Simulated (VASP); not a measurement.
# PbO2 (P4_2/nmc) in VASP: notebook

The runs below take PbO2 through relaxation of cell and atoms, single point, with PBE.

Everything below comes from runs of VASP 6.6.1. Logs are shortened: lines on timing, memory, paths and dates and some standing lists are left out, and cuts for length are marked.

**1. The cell of the first run**

Symmetry: P4_2/nmc, No. 137, tetragonal system. The conventional cell has a = 3.785 Å, b = 3.785 Å, c = 5.744 Å, α = 90.00°, β = 90.00°, γ = 90.00°. Pb (site symmetry -4m2) has 8 O at 2.17 to 2.62 Å within 2.9 Å. O (site symmetry 2mm) has 4 Pb at 2.17 to 2.62 Å and 6 O at 2.78 to 2.87 Å within 2.9 Å.

**2. Relaxation of cell and atoms, PBE**

INCAR reads:

```
ALGO = Normal ; EDIFF = 1E-6
EDIFFG = -0.01 ; ENCUT = 600
GGA = PE ; IBRION = 2
ISIF = 3 ; ISMEAR = 0
LASPH = True ; LCHARG = False
LREAL = False ; LWAVE = False
NELM = 100 ; NSW = 100
PREC = Accurate ; SIGMA = 0.1
```

KPOINTS reads:

```
k-points
0
Gamma
  10 10 8
```

POSCAR reads:

```
PbO2
1.0
    3.7852803481      0.0000000000      0.0000000000
    0.0000000000      3.7852803481      0.0000000000
    0.0000000000      0.0000000000      5.7444424015
Pb O
2 4
Direct
    0.0000000000      0.0000000000      0.0000000000
    0.5000000000      0.5000000000      0.5000000000
    0.0000000000      0.5000000000      0.1857881460
    0.0000000000      0.5000000000      0.6857881460
    0.5000000000      0.0000000000      0.3142118540
    0.5000000000      0.0000000000      0.8142118540
```

Potentials or basis: VASP PAW PBE potentials, release 64 (Pb_d, O).

On the command line:

```
$ cat potpaw_PBE.64/Pb_d/POTCAR potpaw_PBE.64/O/POTCAR > POTCAR
$ mpirun -np 1 vasp_std > vasp.out
```

OUTCAR:

```text
EDIFF = 1E-6
   EDIFFG = -0.01
   ENCUT = 600
   GGA = PE
   IBRION = 2
   ISIF = 3
   ISMEAR = 0
   LASPH = True
   LREAL = False
   NELM = 100
   NSW = 100
   PREC = Accurate

 ion  position               nearest neighbor table
   1  0.000  0.000  0.000-   3 2.17   6 2.17   3 2.17   6 2.17   5 2.62   4 2.62   5 2.62   4 2.62
                             2 3.93   2 3.93   2 3.93   2 3.93   2 3.93   2 3.93   2 3.93   2 3.93
   2  0.500  0.500  0.500-   4 2.17   5 2.17   5 2.17   4 2.17   3 2.62   6 2.62   3 2.62   6 2.62
                             1 3.93   1 3.93   1 3.93   1 3.93   1 3.93   1 3.93   1 3.93   1 3.93
   3  0.000  0.500  0.186-   1 2.17   1 2.17   2 2.62   2 2.62
   4  0.000  0.500  0.686-   2 2.17   2 2.17   1 2.62   1 2.62
   5  0.500  0.000  0.314-   2 2.17   2 2.17   1 2.62   1 2.62
   6  0.500  0.000  0.814-   1 2.17   1 2.17   2 2.62   2 2.62

  LATTYP: Found a simple tetragonal cell.
 ALAT       =     3.7852803481
 C/A-ratio  =     1.5175738316

  Lattice vectors:

 A1 = (   3.7852803481,   0.0000000000,   0.0000000000)
 A2 = (   0.0000000000,   3.7852803481,   0.0000000000)
 A3 = (   0.0000000000,   0.0000000000,   5.7444424015)

Analysis of symmetry for initial positions (statically):
=====================================================================
 Subroutine PRICEL returns:
 Original cell was already a primitive cell.

 Routine SETGRP: Setting up the symmetry group for a
 simple tetragonal supercell.

 Subroutine GETGRP returns: Found 16 space group operations
 (whereof  8 operations were pure point group operations)
 out of a pool of 16 trial point group operations.

The static configuration has the point symmetry D_2d.
 The point group associated with its full space group is D_4h.

Analysis of symmetry for dynamics (positions and initial velocities):
=====================================================================
 Subroutine PRICEL returns:
 Original cell was already a primitive cell.

 Routine SETGRP: Setting up the symmetry group for a
 simple tetragonal supercell.

 Subroutine GETGRP returns: Found 16 space group operations
 (whereof  8 operations were pure point group operations)
 out of a pool of 16 trial point group operations.

The dynamic configuration has the point symmetry D_2d.
 The point group associated with its full space group is D_4h.

 Subroutine INISYM returns: Found 16 space group operations
 (whereof  8 operations are pure point group operations),
 and found     1 'primitive' translations

----------------------------------------------------------------------------------------

                                     Primitive cell

  volume of cell :      82.3084

  direct lattice vectors                    reciprocal lattice vectors
     3.785280348  0.000000000  0.000000000     0.264181225  0.000000000  0.000000000
     0.000000000  3.785280348  0.000000000     0.000000000  0.264181225  0.000000000
     0.000000000  0.000000000  5.744442401     0.000000000  0.000000000  0.174081300

  length of vectors
     3.785280348  3.785280348  5.744442401     0.264181225  0.264181225  0.174081300

  position of ions in fractional coordinates (direct lattice)
     0.000000000  0.000000000  0.000000000
     0.500000000  0.500000000  0.500000000
     0.000000000  0.500000000  0.185788146
     0.000000000  0.500000000  0.685788146
     0.500000000  0.000000000  0.314211854
     0.500000000  0.000000000  0.814211854

  ion indices of the primitive-cell ions
   primitive index   ion index
                 1           1
                 2           2
                 3           3
                 4           4
                 5           5
                 6           6

----------------------------------------------------------------------------------------

 KPOINTS: k-points

Automatic generation of k-mesh.
 Grid dimensions read from file:
 generate k-points for:   10   10    8

 Generating k-lattice:

  Cartesian coordinates                     Fractional coordinates (reciprocal lattice)
     0.026418123  0.000000000  0.000000000     0.100000000  0.000000000  0.000000000
     0.000000000  0.026418123  0.000000000     0.000000000  0.100000000  0.000000000
     0.000000000  0.000000000  0.021760162     0.000000000  0.000000000  0.125000000

  Length of vectors
     0.026418123  0.026418123  0.021760162

  Shift w.r.t. Gamma in fractional coordinates (k-lattice)
     0.000000000  0.000000000  0.000000000

 Subroutine IBZKPT returns following result:
 ===========================================

 Found    105 irreducible k-points:

 Following reciprocal coordinates:
            Coordinates               Weight
  0.000000  0.000000  0.000000      1.000000
  0.100000  0.000000  0.000000      4.000000
  0.200000  0.000000  0.000000      4.000000
  0.300000  0.000000  0.000000      4.000000
  0.400000  0.000000  0.000000      4.000000
  0.500000  0.000000  0.000000      2.000000
[... 16 lines left out ...]
  0.100000  0.000000  0.125000      8.000000
  0.200000  0.000000  0.125000      8.000000
 [... further k-points ...]
   k-points           NKPTS =    105   k-points in BZ     NKDIM =    105   number of bands    NBANDS=     31
   number of dos      NEDOS =    301   number of ions     NIONS =      6
   total plane-waves  NPLWV =  43200
   dimension x,y,z NGX =    30 NGY =   30 NGZ =   48
   dimension x,y,z NGXF=    60 NGYF=   60 NGZF=   96
   ions per type =               2   4
   NGX,Y,Z   is equivalent  to a cutoff of  13.18, 13.18, 13.89 a.u.
   NGXF,Y,Z  is equivalent  to a cutoff of  26.35, 26.35, 27.78 a.u.
 SYSTEM =  unknown system
   PREC   = accura    normal or accurate (medium, high low for compatibility)
   ISTART =      0    job   : 0-new  1-cont  2-samecut
   ICHARG =      2    charge: 1-file 2-atom 10-const
   ISPIN  =      1    spin polarized calculation?
   LNONCOLLINEAR =      F non collinear calculations
   LSORBIT =      F    spin-orbit coupling
   LASPH  =      T    aspherical Exc in radial PAW
   ENCUT  =  600.0 eV  44.10 Ry    6.64 a.u.   7.56  7.56 11.47*2*pi/ulx,y,z
   NELM   =    100;   NELMIN=  2; NELMDL= -5     # of ELM steps
   EDIFF  = 0.1E-05   stopping-criterion for ELM
   LREAL  =      F    real-space projection
   EDIFFG = -.1E-01   stopping-criterion for IOM
   NSW    =    100    number of steps for IOM
   IBRION =      2    ionic relax: 0-MD 1-quasi-New 2-CG
   NFREE  =      1    steps in history (QN), initial steepest desc. (CG)
   ISIF   =      3    stress and relaxation
   ISYM   =      2    0-nonsym 1-usesym 2-fastsym
   POTIM  = 0.5000    time-step for ionic-motion
   TEBEG  =    0.0;   TEEND  =   0.0 temperature during run
   PSTRESS=    0.0 pullay stress
   NELECT =      52.0000    total number of electrons
   NUPDOWN=      -1.0000    fix difference up-down
   EMIN   =  10.00;   EMAX   =-10.00  energy-range for DOS
   EFERMI =   0.00;   METHOD = LEGACY
   ISMEAR =     0;   SIGMA  =   0.10  broadening in eV -4-tet -1-fermi 0-gaus
   EFERMI_NEDOS =   21; number of points for ismear=-14 and -15
   IALGO  =     38    algorithm
   IMIX   =      4    mixing-type and parameters
     AMIX     =   0.40;   BMIX     =  1.00
     AMIX_MAG =   1.60;   BMIX_MAG =  1.00
  volume/ion in A,a.u.               =      13.72        92.57
  Fermi-wavevector in a.u.,A,eV,Ry     =   1.404736  2.654566 26.848137  1.973282
  Thomas-Fermi vector in A             =   2.527267
   LORBIT       =      0    0 simple, 1 ext, 2 COOP (PROOUT), +10 PAW based schemes
   GGA     = PE    functional components
   LHFCALC =     F    Hartree Fock is set to
   AEXX    =    0.0000 exact exchange contribution
   IVDW    =     0    specifies the selected vdW correction
   LEPSILON=     F    determine dielectric tensor
   LRPA    =     F    only Hartree local field effects (RPA)
 conjugate gradient relaxation of ions
 non-spin polarized calculation
 Gauss-broadening in eV      SIGMA  =   0.10
  energy-cutoff  :      600.00
  volume of cell :       82.31
 maximum number of plane-waves:      2791
   NGX = 15   NGY = 15   NGZ = 23

--------------------------------------- Ionic step        1  -------------------------------------------

 number of electron      52.0000022 magnetization

 Free energy of the ion-electron system (eV)
  ---------------------------------------------------
  ext. energy  EPLUGINS =         0.00000000
  ---------------------------------------------------
  free energy    TOTEN  =       -31.55838527 eV

  energy without entropy =      -31.55726936  energy(sigma->0) =      -31.55782732

------------------------ aborting loop because EDIFF is reached ----------------------------------------

  FORCE on cell =-STRESS in cart. coord.  units (eV):
  Direction    XX          YY          ZZ          XY          YZ          ZX
  --------------------------------------------------------------------------------------
  -------------------------------------------------------------------------------------
  Total       -0.1261838     -0.1261838      0.0382848      0.0000000      0.0000000      0.0000000
  in kB       -2.4562365     -2.4562365      0.7452353      0.0000000      0.0000000      0.0000000
  external PRESSURE =      -1.3890792 kB  Pullay stress =       0.0000000 kB

 VOLUME and BASIS-vectors are now :
 -----------------------------------------------------------------------------
  energy-cutoff  :      600.00
  volume of cell :       82.31
      direct lattice vectors                 reciprocal lattice vectors
     3.785280348  0.000000000  0.000000000     0.264181225  0.000000000  0.000000000
     0.000000000  3.785280348  0.000000000     0.000000000  0.264181225  0.000000000
     0.000000000  0.000000000  5.744442401     0.000000000  0.000000000  0.174081300
[... 81 lines left out ...]
 POSITION                                       TOTAL-FORCE (eV/Angst)
 -----------------------------------------------------------------------------------
      0.00000      0.00000      0.00000         0.000000     -0.000000      0.000000
      1.89036      1.89036      2.87327         0.000000      0.000000      0.000000
      3.78073      1.89036      1.06886         0.000000     -0.000000      0.016732
      3.78073      1.89036      3.94213         0.000000      0.000000      0.016732
      1.89036      0.00000      1.80441        -0.000000      0.000000     -0.016732
      1.89036      0.00000      4.67768        -0.000000      0.000000     -0.016732
 -----------------------------------------------------------------------------------
    total drift:                                0.000000     -0.000000      0.000000

  FREE ENERGIE OF THE ION-ELECTRON SYSTEM (eV)
  ---------------------------------------------------
  free  energy   TOTEN  =       -31.5585925463 eV

  energy  without entropy=      -31.5574794491  energy(sigma->0) =      -31.55803600

--------------------------------------- Ionic step        4  -------------------------------------------

 number of electron      52.0000021 magnetization

 Free energy of the ion-electron system (eV)
  ---------------------------------------------------
  ext. energy  EPLUGINS =         0.00000000
  ---------------------------------------------------
  free energy    TOTEN  =       -31.55865264 eV

  energy without entropy =      -31.55753004  energy(sigma->0) =      -31.55809134

 E-fermi :   4.7642     XC(G=0): -10.9188

 val. band max:        4.7120366484   @ k =   0.5000   0.5000   0.0000
 cond. band min:       4.8947180680   @ k =   0.1000   0.0000   0.0000
 fundamental gap:      0.1826814196
 Fermi energy:         4.7641843994

 k-point     1 :       0.0000    0.0000    0.0000
  band No.  band energies     occupation
      1     -13.3228      2.00000
      2     -12.8120      2.00000
      3     -12.6811      2.00000
      4     -11.6404      2.00000
      5     -10.6288      2.00000
      6     -10.6288      2.00000
[... 805 lines left out ...]
     30      12.3181      0.00000
     31      13.3309      0.00000

 [... further k-points ...]

------------------------ aborting loop because EDIFF is reached ----------------------------------------

  FORCE on cell =-STRESS in cart. coord.  units (eV):
  Direction    XX          YY          ZZ          XY          YZ          ZX
  --------------------------------------------------------------------------------------
  -------------------------------------------------------------------------------------
  Total        0.0221017      0.0221017     -0.0402909      0.0000000      0.0000000      0.0000000
  in kB        0.4308124      0.4308124     -0.7853604      0.0000000      0.0000000      0.0000000
  external PRESSURE =       0.0254215 kB  Pullay stress =       0.0000000 kB

 VOLUME and BASIS-vectors are now :
 -----------------------------------------------------------------------------
  energy-cutoff  :      600.00
  volume of cell :       82.20
      direct lattice vectors                 reciprocal lattice vectors
     3.780670668  0.000000000  0.000000000     0.264503335  0.000000000 -0.000000000
     0.000000000  3.780670668  0.000000000     0.000000000  0.264503335  0.000000000
     0.000000000  0.000000000  5.750572201     0.000000000  0.000000000  0.173895739

 POSITION                                       TOTAL-FORCE (eV/Angst)
 -----------------------------------------------------------------------------------
      0.00000      3.78067      0.00000        -0.000000      0.000000      0.000000
      1.89034      1.89034      2.87529        -0.000000      0.000000      0.000000
      0.00000      1.89034      1.07093         0.000000      0.000000      0.005351
      0.00000      1.89034      3.94622         0.000000      0.000000      0.005351
      1.89034      0.00000      1.80436        -0.000000      0.000000     -0.005351
      1.89034      0.00000      4.67964        -0.000000     -0.000000     -0.005351
 -----------------------------------------------------------------------------------
    total drift:                                0.000000      0.000000      0.000000

  FREE ENERGIE OF THE ION-ELECTRON SYSTEM (eV)
  ---------------------------------------------------
  free  energy   TOTEN  =       -31.5586526437 eV

  energy  without entropy=      -31.5575300363  energy(sigma->0) =      -31.55809134

 reached required accuracy - stopping structural energy minimisation
```

Wall time 5.3 min (1 thread of Intel Xeon 6975P-C (Granite Rapids), shared host); peak memory 0.4 GiB.

Results:

* Free energy: -31.5587 eV
* Relaxed volume: 13.70 Å³/atom
* Relaxed cell: a = 3.781 Å, b = 3.781 Å, c = 5.751 Å, α = 90.00°, β = 90.00°, γ = 90.00°
* Space group after relaxing (to 0.1 Å): P4_2/nmc (No. 137)
* Energy gained by relaxing: 0.0 meV/atom
* Ionic steps: 4
* Pressure after relaxing: 0.0 GPa
* Largest force after relaxing: 0.005 eV/Å
* Band gap on the k mesh: zero (bands 26 and 27 overlap by 0.12 eV)

Forces on the atoms (eV/Å):
```
Pb   0.000  0.000  0.000
Pb   0.000  0.000  0.000
O    0.000  0.000  0.005
O    0.000  0.000  0.005
O    0.000  0.000 -0.005
O    0.000  0.000 -0.005
```

Stress tensor (GPa, compression positive):
```
 0.04  0.00  0.00
 0.00  0.04  0.00
 0.00  0.00 -0.08
```

The path:
```tsv
step	energy change (eV)	largest force (eV/Å)	pressure (GPa)	volume (Å³)
1	0.0000	0.0214	-0.14	82.31
2	-0.0002	0.0179	0.05	82.17
3	-0.0002	0.0167	0.11	82.14
4	-0.0003	0.0054	0.00	82.20
```

Final structure:
```cif
data_structure
_symmetry_space_group_name_H-M 'P 1'
_symmetry_Int_Tables_number 1
_cell_length_a 3.7807
_cell_length_b 3.7807
_cell_length_c 5.7506
_cell_angle_alpha 90.000
_cell_angle_beta 90.000
_cell_angle_gamma 90.000
_cell_volume 82.20
loop_
_atom_site_label
_atom_site_type_symbol
_atom_site_fract_x
_atom_site_fract_y
_atom_site_fract_z
_atom_site_occupancy
Pb1 Pb 0.00000 0.00000 0.00000 1
Pb2 Pb 0.50000 0.50000 0.50000 1
O1 O 0.00000 0.50000 0.18623 1
O2 O 0.00000 0.50000 0.68623 1
O3 O 0.50000 0.00000 0.31377 1
O4 O 0.50000 0.00000 0.81377 1
```

Caveat: semilocal functionals underestimate gaps, so a narrow gap can read as zero; spin-orbit coupling is left out, which moves the levels of the heavy elements.

(Continued in part 2 of 2.)
